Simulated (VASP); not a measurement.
Write the native input for VASP 6.6.1 that does the following.

```yaml
Task: single point
Functional: PBE
Potentials_or_basis: VASP PAW PBE potentials, release 64 (K_sv, Tm_3, H), 4f in core
Cutoff: 500 eV
k_mesh: 4 × 4 × 4
Occupations: gaussian, width 0.1 eV
Spin: no spin polarisation
Dipole_correction: no
Further_INCAR_settings: ALGO = Normal; EDIFF = 1e-06; NBANDS = 34
```

The structure of KTmH4 lies in POSCAR:

```
KTmH4
1.0
   -3.1999815163      0.0000000000     -3.1999815163
   -3.1999815163     -3.1999815163      0.0000000000
   -6.3999630326      3.1999815163      3.1999815163
K Tm H
2 2 8
Direct
    0.8750000000      0.8750000000      0.3750000000
    0.3750000000      0.3750000000      0.8750000000
    0.5000000000      0.5000000000      0.5000000000
    0.0000000000      0.0000000000      0.0000000000
    0.4466058288      0.4466058288      0.1844647237
    0.9466058288      0.9466058288      0.6844647237
    0.1844647237      0.1844647237      0.4466058288
    0.6844647237      0.6844647237      0.9466058288
    0.4466058288      0.9223236187      0.1844647237
    0.9466058288      0.4223236187      0.6844647237
    0.9223236187      0.4466058288      0.1844647237
    0.4223236187      0.9466058288      0.6844647237
```

The input as run:

INCAR

```
SYSTEM = KTmH4
PREC = Accurate ; ENCUT = 500
EDIFF = 1E-6 ; ISMEAR = 0
SIGMA = 0.1 ; LREAL = .False.
LASPH = .True. ; NELM = 200
ALGO = Normal ; ISIF = 2
LWAVE = .False. ; LCHARG = .False.
GGA = PE ; NBANDS = 34
GGA_COMPAT = .False. ; LMAXMIX = 6
```

KPOINTS

```
Automatic mesh
0
Gamma
  4 4 4
  0 0 0
```

Potentials or basis: VASP PAW PBE potentials, release 64 (K_sv, Tm_3, H), 4f in core.

Run with:

```sh
$ cat potpaw_PBE.64/K_sv/POTCAR potpaw_PBE.64/Tm_3/POTCAR potpaw_PBE.64/H/POTCAR > POTCAR
$ mpirun -np 1 vasp_std > vasp.out
```

Results of the run:

The pressure is -0.1 GPa and the largest force is 0.008 eV/Å. The band gap on the k mesh is 1.18 eV.

Caveat: spin-orbit coupling is left out, which moves the levels of the heavy elements; the 4f electrons are frozen in the core, so they carry no moment and show no levels.

It took 58 s on 1 thread of Intel(R) Xeon(R) Platinum 8559C (Emerald Rapids), with other jobs on the host, peak memory 0.27 GiB.
